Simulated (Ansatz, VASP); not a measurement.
AlN in VASP and in Ansatz

File INCAR:

```
SYSTEM = AlN
PREC = Accurate ; ENCUT = 520
EDIFF = 1E-6 ; ISMEAR = 0
SIGMA = 0.05 ; LREAL = .False.
LASPH = .True. ; NELM = 60
ALGO = Normal ; ISIF = 2
LWAVE = .False. ; LCHARG = .False.
GGA = PE ; NBANDS = 11
```

Contents of KPOINTS:

```
regular mesh
0
Gamma
  10 10 10
  0 0 0
```

The input POSCAR:

```
AlN
1.0
    0.0000000000      2.1839935596      2.1839935596
    2.1839935596      0.0000000000      2.1839935596
    2.1839935596      2.1839935596      0.0000000000
Al N
1 1
Direct
    0.0000000000      0.0000000000      0.0000000000
    0.2500000000      0.2500000000      0.2500000000
```

The input input.yaml:

```yaml
crystal:
  lattice:
    - [0.0, 2.1839935596, 2.1839935596]
    - [2.1839935596, 0.0, 2.1839935596]
    - [2.1839935596, 2.1839935596, 0.0]
  atoms:
    - { symbol: Al, position: [0.0, 0.0, 0.0] }
    - { symbol: "N", position: [0.25, 0.25, 0.25] }
hamiltonian:
  xc: pbe
  pseudopotentials: { kind: paw }
kpoints:
  mp_grid: { grid: [10, 10, 10] }
scf:
  occupations: { method: gaussian, width: 0.05 }
output:
  forces: true
  stress: true
  eigenvalues: true
```

Alike in both runs: task single point; functional PBE; k mesh 10 × 10 × 10; occupations gaussian, width 0.05 eV; no spin polarisation.

|  | VASP | Ansatz |
| --- | --- | --- |
| version | VASP 6.6.1 | Ansatz 0.2.0 |
| potentials or method | VASP PAW PBE potentials, release 64 (Al, N) | Ansatz PAW |
| plane-wave cutoff (eV) | 520 | 420 |
| valence electrons in the cell | 8 | 8 |

```csv
,VASP,Ansatz,Ansatz less VASP
gap on the k mesh at the Fermi level (eV),3.32,3.33,+0.008
least direct gap on the mesh (eV),4.20,4.19,-0.010
pressure (GPa),4.6,4.9,+0.28
```
